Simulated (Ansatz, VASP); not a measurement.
## Ru: VASP beside Ansatz

Contents of INCAR:

```
PREC = Accurate
ENCUT = 520
EDIFF = 1E-6
ISMEAR = 0
SIGMA = 0.15
LREAL = False
LASPH = True
NELM = 100
ALGO = Normal
ISIF = 2
LWAVE = False
LCHARG = False
GGA = PE
NBANDS = 13
```

Contents of KPOINTS:

```
regular mesh
0
Gamma
  20 20 20
```

File POSCAR:

```
Ru
1.0
   -0.1333558828      1.7431518960      1.7431518960
    1.7431518960     -0.1333558828      1.7431518960
    1.7431518960      1.7431518960     -0.1333558828
Ru
1
Direct
    0.0000000000      0.0000000000      0.0000000000
```

Input for Ansatz:

```yaml
crystal:
  lattice:
    - [-0.1333558828, 1.743151896, 1.743151896]
    - [1.743151896, -0.1333558828, 1.743151896]
    - [1.743151896, 1.743151896, -0.1333558828]
  atoms:
    - { symbol: Ru, position: [0.0, 0.0, 0.0] }
basis:
  ecutwfc: 420
kpoints:
  mp_grid: { grid: [20, 20, 20] }
hamiltonian:
  xc: pbe
scf:
  occupations: { method: gaussian, width: 0.15 }
output:
  forces: true
  stress: true
  eigenvalues: true
```

Change from the starting cell: equal engineering shear yz, xz and xy -0.0700, equal normal strain along x, y and z -0.0500.

Alike in both runs: task single point; functional PBE; k mesh 20 × 20 × 20; occupations gaussian, width 0.15 eV; no spin polarisation.

```csv
,VASP,Ansatz
version,VASP 6.6.1,Ansatz 0.2.0
potentials or method,"VASP PAW PBE potentials, release 64 (Ru_pv), cutoff 520 eV","scalar-relativistic, plane waves, PAW"
valence electrons in the cell,14,16
```

|  | VASP | Ansatz | Ansatz less VASP |
| --- | --- | --- | --- |
| gap on the k mesh at the Fermi level (eV) | none | none | - |
| pressure (GPa) | 77.9 | 77.6 | -0.29 |
| traceless stress, the component that is largest in VASP (GPa) | 28.83 | 28.77 | -0.068 |

A gap of «none» marks a metal or a gap that the smearing closes. Both programs put the cell under a high pressure, so it lies far from rest at this level. VASP's potentials hold 14 valence electrons a cell and Ansatz's 16, so a difference there can come from the potentials and not from the codes.

Noted on VASP's run: the cell as given lies far from equilibrium.
